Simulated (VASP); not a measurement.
# AgBr (Fm-3m) in VASP: further runs, part 2 of 2

VASP 6.6.1. The steps go on from the part before.

## 4. Electric field gradients, PBEsol (volume scaled by 0.8)

INCAR reads:

```
SYSTEM = AgBr
  PREC = Accurate
  ENCUT = 400
  EDIFF = 1E-8
  ISMEAR = -1
  SIGMA = 0.03
  LREAL = .FALSE.
  LASPH = .TRUE.
  NELM = 120
  ALGO = Normal
  ISIF = 2
  LWAVE = .FALSE.
  LCHARG = .FALSE.
  GGA = PS
  LEFG = .TRUE.
  NBANDS = 16
  GGA_COMPAT = .FALSE.
```

KPOINTS reads:

```
Automatic mesh
0
G
  8 8 8
  0 0 0
```

POSCAR reads:

```
AgBr
1.0
    0.0000000000      2.6848523120      2.6848523120
    2.6848523120      0.0000000000      2.6848523120
    2.6848523120      2.6848523120      0.0000000000
Ag Br
1 1
Direct
    0.0000000000      0.0000000000      0.0000000000
    0.5000000000      0.5000000000      0.5000000000
```

Potentials or basis: VASP PAW PBE potentials, release 64 (Ag, Br).

Started as:

```console
$ cat potpaw_PBE.64/Ag/POTCAR potpaw_PBE.64/Br/POTCAR > POTCAR
$ mpirun -np 1 vasp_std > vasp.out
```

OUTCAR:

```text
SYSTEM = AgBr
   PREC = Accurate
   ENCUT = 400
   EDIFF = 1E-8
   ISMEAR = -1
   LREAL = .FALSE.
   LASPH = .TRUE.
   NELM = 120
   ISIF = 2
   GGA = PS

 ion  position               nearest neighbor table
   1  0.000  0.000  0.000-   2 2.68   2 2.68   2 2.68   2 2.68   2 2.68   2 2.68
   2  0.500  0.500  0.500-   1 2.68   1 2.68   1 2.68   1 2.68   1 2.68   1 2.68

  LATTYP: Found a face centered cubic cell.
 ALAT       =     5.3697046240

  Lattice vectors:

 A1 = (   0.0000000000,   2.6848523120,   2.6848523120)
[... 669 lines left out ...]
  ---------------------------------------------------
  free  energy   TOTEN  =        -5.4509801438 eV

  energy  without entropy=       -5.4509795655  energy(sigma->0) =       -5.45097985

 Electric field gradients (V/A^2)
---------------------------------------------------------------------
 ion       V_xx      V_yy      V_zz      V_xy      V_xz      V_yz
---------------------------------------------------------------------
   1      -0.000    -0.000    -0.000     0.001     0.001     0.001
   2      -0.000    -0.000    -0.000    -0.000    -0.000    -0.000
---------------------------------------------------------------------

 Electric field gradients after diagonalization (V/A^2)
 (convention: |V_zz| > |V_xx| > |V_yy|)
----------------------------------------------------------------------
 ion       V_xx      V_yy      V_zz     asymmetry (V_yy - V_xx)/ V_zz
----------------------------------------------------------------------
   1      -0.001    -0.001     0.003       0.000
   2       0.000     0.000    -0.001       0.000
----------------------------------------------------------------------

           NMR quadrupolar parameters

 Cq : quadrupolar parameter    Cq=e*Q*V_zz/h
 eta: asymmetry parameters     (V_yy - V_xx)/ V_zz
 Q  : nuclear electric quadrupole moment in mb (millibarn)
----------------------------------------------------------------------
 ion       Cq(MHz)       eta       Q (mb)
----------------------------------------------------------------------
   1       0.000       0.000       1.000
   2      -0.000       0.000       1.000
----------------------------------------------------------------------
```

Run time: 13 s. Hardware: 1 thread of Intel Xeon Platinum 8375C at 2.90GHz (Ice Lake), shared host; peak memory 0.15 GiB.

Results:

- Free energy: -5.4510 eV
- Pressure: 13.2 GPa
- Band gap on the k mesh: 0.57 eV, indirect (least direct gap 2.88 eV)

Caveat: the cell differs from its parent crystal (volume scaled by 0.8); without QUAD_EFG the Cq values of the log hold for a quadrupole moment of 1 mb, not for the nuclei; the PAW data sets were made with another functional, which shifts forces and pressure a little.

## 5. Electric field gradients, PBEsol

This run uses another cell than the first one, of 24.19 Å³/atom, 2.500 times its volume.

INCAR reads:

```
PREC = Accurate
ENCUT = 400
EDIFF = 1E-8
ISMEAR = -1
SIGMA = 0.03
LREAL = False
LASPH = True
NELM = 120
ALGO = Normal
ISIF = 2
LWAVE = False
LCHARG = False
GGA = PS
LEFG = True
NBANDS = 16
GGA_COMPAT = False
```

KPOINTS reads:

```
Automatic mesh
0
Gamma
  8 8 8
```

POSCAR reads:

```
AgBr
1.0
    0.0000000000      2.8921694793      2.8921694793
    2.8921694793      0.0000000000      2.8921694793
    2.8921694793      2.8921694793      0.0000000000
Ag Br
1 1
Direct
    0.0000000000      0.0000000000      0.0000000000
    0.5000000000      0.5000000000      0.5000000000
```

Potentials or basis: VASP PAW PBE potentials, release 64 (Ag, Br).

Started as:

```console
$ cat potpaw_PBE.64/Ag/POTCAR potpaw_PBE.64/Br/POTCAR > POTCAR
$ mpirun -np 1 vasp_std > vasp.out
```

OUTCAR:

```text
PREC = Accurate
   ENCUT = 400
   EDIFF = 1E-8
   ISMEAR = -1
   LREAL = False
   LASPH = True
   NELM = 120
   ISIF = 2
   GGA = PS

 ion  position               nearest neighbor table
   1  0.000  0.000  0.000-   2 2.89   2 2.89   2 2.89   2 2.89   2 2.89   2 2.89
   2  0.500  0.500  0.500-   1 2.89   1 2.89   1 2.89   1 2.89   1 2.89   1 2.89

  LATTYP: Found a face centered cubic cell.
 ALAT       =     5.7843389586

  Lattice vectors:

 A1 = (   0.0000000000,   2.8921694793,   2.8921694793)
 A2 = (   2.8921694793,   0.0000000000,   2.8921694793)
 A3 = (   2.8921694793,   2.8921694793,   0.0000000000)

Analysis of symmetry for initial positions (statically):
=====================================================================
 Subroutine PRICEL returns:
 Original cell was already a primitive cell.

 Routine SETGRP: Setting up the symmetry group for a
 face centered cubic supercell.

 Subroutine GETGRP returns: Found 48 space group operations
 (whereof 48 operations were pure point group operations)
 out of a pool of 48 trial point group operations.

The static configuration has the point symmetry O_h .

Analysis of symmetry for dynamics (positions and initial velocities):
=====================================================================
 Subroutine PRICEL returns:
 Original cell was already a primitive cell.

 Routine SETGRP: Setting up the symmetry group for a
 face centered cubic supercell.

 Subroutine GETGRP returns: Found 48 space group operations
 (whereof 48 operations were pure point group operations)
 out of a pool of 48 trial point group operations.

The dynamic configuration has the point symmetry O_h .

[... 148 lines left out ...]
 cond. band min:       3.7299961194   @ k =   0.0000   0.0000   0.0000
 fundamental gap:      0.5090133125
 Fermi energy:         3.5141329998

 k-point     1 :       0.0000    0.0000    0.0000
  band No.  band energies     occupation
      1     -11.7451      2.00000
      2       0.4954      2.00000
      3       0.4954      2.00000
      4       0.4967      2.00000
      5       0.4967      2.00000
      6       0.4967      2.00000
[... 433 lines left out ...]
      3      -0.7571      2.00000
      4      -0.7242      2.00000
      5       0.7449      2.00000
      6       0.8008      2.00000
[... 8 lines left out ...]
     15      15.6318      0.00000
     16      17.3893      0.00000

 [... further k-points ...]
[... 5 lines left out ...]
  --------------------------------------------------------------------------------------
  -------------------------------------------------------------------------------------
  Total       -0.8428305     -0.8428305     -0.8428305      0.0000000      0.0000000      0.0000000
  in kB      -27.9093417    -27.9093417    -27.9093417      0.0000000      0.0000000      0.0000000
  external PRESSURE =     -27.9093417 kB  Pullay stress =       0.0000000 kB

 VOLUME and BASIS-vectors are now :
 -----------------------------------------------------------------------------
  energy-cutoff  :      400.00
  volume of cell :       48.38
      direct lattice vectors                 reciprocal lattice vectors
     0.000000000  2.892169479  2.892169479    -0.172880602  0.172880602  0.172880602
     2.892169479  0.000000000  2.892169479     0.172880602 -0.172880602  0.172880602
     2.892169479  2.892169479  0.000000000     0.172880602  0.172880602 -0.172880602

 POSITION                                       TOTAL-FORCE (eV/Angst)
 -----------------------------------------------------------------------------------
      0.00000      0.00000      0.00000         0.000000     -0.000000      0.000000
      2.89217      2.89217      2.89217        -0.000000      0.000000     -0.000000
 -----------------------------------------------------------------------------------
    total drift:                                0.000000      0.000000      0.000000

  FREE ENERGIE OF THE ION-ELECTRON SYSTEM (eV)
  ---------------------------------------------------
  free  energy   TOTEN  =        -5.6744134715 eV

  energy  without entropy=       -5.6744117425  energy(sigma->0) =       -5.67441261

 Electric field gradients (V/A^2)
---------------------------------------------------------------------
 ion       V_xx      V_yy      V_zz      V_xy      V_xz      V_yz
---------------------------------------------------------------------
   1      -0.000    -0.000    -0.000    -0.001    -0.001    -0.001
   2       0.000     0.000     0.000     0.000     0.000     0.000
---------------------------------------------------------------------

 Electric field gradients after diagonalization (V/A^2)
 (convention: |V_zz| > |V_xx| > |V_yy|)
----------------------------------------------------------------------
 ion       V_xx      V_yy      V_zz     asymmetry (V_yy - V_xx)/ V_zz
----------------------------------------------------------------------
   1       0.001     0.001    -0.002       0.000
   2      -0.000    -0.000     0.001       0.000
----------------------------------------------------------------------

           NMR quadrupolar parameters

 Cq : quadrupolar parameter    Cq=e*Q*V_zz/h
 eta: asymmetry parameters     (V_yy - V_xx)/ V_zz
 Q  : nuclear electric quadrupole moment in mb (millibarn)
----------------------------------------------------------------------
 ion       Cq(MHz)       eta       Q (mb)
----------------------------------------------------------------------
   1      -0.000       0.000       1.000
   2       0.000       0.000       1.000
----------------------------------------------------------------------
```

stdout:

```text
POSCAR found type information on POSCAR AgBr
 POSCAR found :  2 types and       2 ions
 scaLAPACK will be used
 -----------------------------------------------------------------------------
|                                                                             |
|                                                                             |
|     You enforced a specific xc type in the INCAR file but a different       |
|     I HOPE YOU KNOW WHAT YOU ARE DOING!                                     |
|                                                                             |
 -----------------------------------------------------------------------------

 LDA part: xc-table for (Slater+PW92), standard interpolation
 POSCAR, INCAR and KPOINTS ok, starting setup
 FFT: planning ... GRIDC
 FFT: planning ... GRID_SOFT
 FFT: planning ... GRID
 WAVECAR not read
 entering main loop
ion   1

ion   2
```

It took 15 s on 1 thread of Intel Xeon Platinum 8375C at 2.90GHz (Ice Lake), shared host; peak memory 0.15 GiB.

What came out:

| Quantity | Value |
| --- | --- |
| Free energy | -5.6744 eV |
| Pressure | -2.8 GPa |
| Band gap on the k mesh | 0.51 eV, indirect (least direct gap 2.38 eV) |

Levels at points of the mesh, in eV from the valence-band top:
```csv
k point,band 7,band 8,band 9,band 10,band 11,band 12
"(0.00, 0.00, 0.00)",-1.87,-1.87,-1.87,0.51,9.82,9.82
"(0.50, 0.00, 0.00)",-2.10,0.00,0.00,3.61,6.37,6.68
"(0.50, 0.50, 0.00)",-2.33,-2.33,-2.25,1.52,6.94,8.81
```

Caveat: without QUAD_EFG the Cq values of the log hold for a quadrupole moment of 1 mb, not for the nuclei; the PAW data sets were made with another functional, which shifts forces and pressure a little.

## 6. Electric field gradients, PBEsol

This run uses another cell than the first one, of 24.19 Å³/atom, 2.500 times its volume.

INCAR reads:

```
SYSTEM = AgBr
PREC = Accurate
ENCUT = 400
EDIFF = 1E-8
ISMEAR = -1
SIGMA = 0.03
LREAL = .FALSE.
LASPH = .TRUE.
NELM = 120
ALGO = Normal
ISIF = 2
LWAVE = .FALSE.
LCHARG = .FALSE.
GGA = PS
LEFG = .TRUE.
NBANDS = 16
GGA_COMPAT = .FALSE.
```

KPOINTS reads:

```
Automatic mesh
0
G
  8 8 8
  0 0 0
```

POSCAR is that of step 5.

Potentials or basis: VASP PAW PBE potentials, release 64 (Ag, Br).

Started as:

```console
$ cat potpaw_PBE.64/Ag/POTCAR potpaw_PBE.64/Br/POTCAR > POTCAR
$ mpirun -np 1 vasp_std > vasp.out
```

OUTCAR:

```text
SYSTEM = AgBr
   PREC = Accurate
   ENCUT = 400
   EDIFF = 1E-8
   ISMEAR = -1
   LREAL = .FALSE.
   LASPH = .TRUE.
   NELM = 120
   ISIF = 2
   GGA = PS

 ion  position               nearest neighbor table
   1  0.000  0.000  0.000-   2 2.89   2 2.89   2 2.89   2 2.89   2 2.89   2 2.89
   2  0.500  0.500  0.500-   1 2.89   1 2.89   1 2.89   1 2.89   1 2.89   1 2.89

  LATTYP: Found a face centered cubic cell.
 ALAT       =     5.7843389586

  Lattice vectors:

 A1 = (   0.0000000000,   2.8921694793,   2.8921694793)
[... 668 lines left out ...]
  ---------------------------------------------------
  free  energy   TOTEN  =        -5.6744134715 eV

  energy  without entropy=       -5.6744117425  energy(sigma->0) =       -5.67441261

 Electric field gradients (V/A^2)
---------------------------------------------------------------------
 ion       V_xx      V_yy      V_zz      V_xy      V_xz      V_yz
---------------------------------------------------------------------
   1      -0.000    -0.000    -0.000    -0.001    -0.001    -0.001
   2       0.000     0.000     0.000     0.000     0.000     0.000
---------------------------------------------------------------------

 Electric field gradients after diagonalization (V/A^2)
 (convention: |V_zz| > |V_xx| > |V_yy|)
----------------------------------------------------------------------
 ion       V_xx      V_yy      V_zz     asymmetry (V_yy - V_xx)/ V_zz
----------------------------------------------------------------------
   1       0.001     0.001    -0.002       0.000
   2      -0.000    -0.000     0.001       0.000
----------------------------------------------------------------------

           NMR quadrupolar parameters

 Cq : quadrupolar parameter    Cq=e*Q*V_zz/h
 eta: asymmetry parameters     (V_yy - V_xx)/ V_zz
 Q  : nuclear electric quadrupole moment in mb (millibarn)
----------------------------------------------------------------------
 ion       Cq(MHz)       eta       Q (mb)
----------------------------------------------------------------------
   1      -0.000       0.000       1.000
   2       0.000       0.000       1.000
----------------------------------------------------------------------
```

OSZICAR:

```text
N       E                     dE             d eps       ncg     rms          rms(c)
DAV:   1     0.816583125834E+02    0.81658E+02   -0.72350E+03   976   0.802E+02
DAV:   2    -0.310084529081E+01   -0.84759E+02   -0.79461E+02  1152   0.190E+02
DAV:   3    -0.579108884419E+01   -0.26902E+01   -0.26855E+01  1144   0.354E+01
DAV:   4    -0.580448375156E+01   -0.13395E-01   -0.13394E-01  1168   0.276E+00
DAV:   5    -0.580461446495E+01   -0.13071E-03   -0.13071E-03  1144   0.263E-01    0.594E+00
DAV:   6    -0.567841644802E+01    0.12620E+00   -0.26306E-01  1152   0.697E+00    0.388E+00
DAV:   7    -0.567515151357E+01    0.32649E-02   -0.44813E-02   992   0.140E+00    0.169E+00
DAV:   8    -0.567444050918E+01    0.71100E-03   -0.32108E-03  1160   0.548E-01    0.257E-01
DAV:   9    -0.567440427114E+01    0.36238E-04   -0.34023E-04  1104   0.223E-01    0.427E-02
DAV:  10    -0.567441078533E+01   -0.65142E-05   -0.23185E-05  1152   0.683E-02    0.201E-02
DAV:  11    -0.567441375757E+01   -0.29722E-05   -0.68292E-06  1144   0.210E-02    0.556E-03
DAV:  12    -0.567441348188E+01    0.27569E-06   -0.68963E-07  1064   0.714E-03    0.214E-03
DAV:  13    -0.567441347348E+01    0.83960E-08   -0.13067E-07  1072   0.239E-03    0.599E-04
DAV:  14    -0.567441347154E+01    0.19411E-08   -0.89475E-09   664   0.585E-04
   1 F= -.56744135E+01 E0= -.56744126E+01  d E =-.172906E-05
```

stdout:

```text
POSCAR found type information on POSCAR AgBr
 POSCAR found :  2 types and       2 ions
 scaLAPACK will be used
 -----------------------------------------------------------------------------
|                                                                             |
|                                                                             |
|     You enforced a specific xc type in the INCAR file but a different       |
|     I HOPE YOU KNOW WHAT YOU ARE DOING!                                     |
|                                                                             |
 -----------------------------------------------------------------------------

 LDA part: xc-table for (Slater+PW92), standard interpolation
 POSCAR, INCAR and KPOINTS ok, starting setup
 FFT: planning ... GRIDC
 FFT: planning ... GRID_SOFT
 FFT: planning ... GRID
 WAVECAR not read
 entering main loop
ion   1

ion   2
```

It took 14 s on 1 thread of Intel Xeon Platinum 8375C at 2.90GHz (Ice Lake), shared host; peak memory 0.16 GiB.

What came out:

```yaml
Free_energy: -5.6744 eV
Pressure: -2.8 GPa
Band_gap_on_the_k_mesh: 0.51 eV, indirect (least direct gap 2.38 eV)
```

Caveat: without QUAD_EFG the Cq values of the log hold for a quadrupole moment of 1 mb, not for the nuclei; the PAW data sets were made with another functional, which shifts forces and pressure a little. Expect the measured gap to be larger: semilocal functionals such as PBEsol lack the derivative discontinuity.

## 7. Summary

```csv
cell,gap on the mesh (eV),pressure (GPa)
"a = 3.014 Å, angles 60.0°, 2 atoms",none,412.1
"a = 3.632 Å, angles 60.0°, 2 atoms",0.56,34.4
"a = 3.797 Å, angles 60.0°, 2 atoms",0.57,13.2
"a = 4.090 Å, angles 60.0°, 2 atoms",0.51,-2.8
```

Alike in all rows: task electric field gradients; level PBEsol; potentials or basis VASP PAW PBE potentials, release 64 (Ag, Br); no spin polarisation; k mesh 8 × 8 × 8; cutoff (eV) 400; smearing fermi-dirac 0.03 eV.

Caveats: the PAW data sets were made with another functional, which shifts forces and pressure a little.

Total energies depend on the potentials used, so only differences within one code and one set of settings carry meaning.
